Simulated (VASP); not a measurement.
A run of VASP 6.6.1:

File POSCAR:

```
PbS
1.0
    5.9555924852      0.0000000000      0.0000000000
    0.0000000000      2.9685438529      2.9685438774
    0.0000000000     -2.9685438529      2.9685438774
Pb S
2 2
Direct
    0.7498944813      0.2605185293      0.7605185293
    0.2501055187      0.7605185293      0.2605185293
    0.7496621016      0.7604814707      0.2604814707
    0.2503378984      0.2604814707      0.7604814707
```

INCAR.step1

```
PREC = Accurate ; ENCUT = 520
ISMEAR = 0 ; SIGMA = 0.01
LREAL = F ; LASPH = T
NELM = 80 ; NBANDS = 28
GGA = PE ; ALGO = Normal
EDIFF = 1E-4 ; LWAVE = T
LCHARG = F
```

The input INCAR.step2:

```
PREC = Accurate ; ENCUT = 520
EDIFF = 1E-6 ; ISMEAR = 0
SIGMA = 0.01 ; LREAL = F
LASPH = T ; NELM = 80
ALGO = Normal ; ISIF = 2
LWAVE = F ; LCHARG = T
METAGGA = R2SCAN ; LMIXTAU = T
LELF = T ; LVHAR = T
NBANDS = 28 ; ISTART = 1
```

File KPOINTS:

```
regular mesh
0
Gamma
  2 4 4
```

Potentials or basis: VASP PAW PBE potentials, release 64 (Pb_d, S).

Launch:

```console
$ cat potpaw_PBE.64/Pb_d/POTCAR potpaw_PBE.64/S/POTCAR > POTCAR
$ cp INCAR.step1 INCAR
$ mpirun -np 1 vasp_std > vasp.out
$ cp INCAR.step2 INCAR
$ mpirun -np 1 vasp_std > vasp.out
```

Hardware: 1 thread of Intel(R) Xeon(R) Platinum 8488C (Sapphire Rapids), on a shared host.

Problem. How long does it take, and how much memory?

Solution. Wall time 70 s on 1 thread of Intel(R) Xeon(R) Platinum 8488C (Sapphire Rapids), with other jobs on the host, peak memory 0.24 GiB. Counts: k points 14.
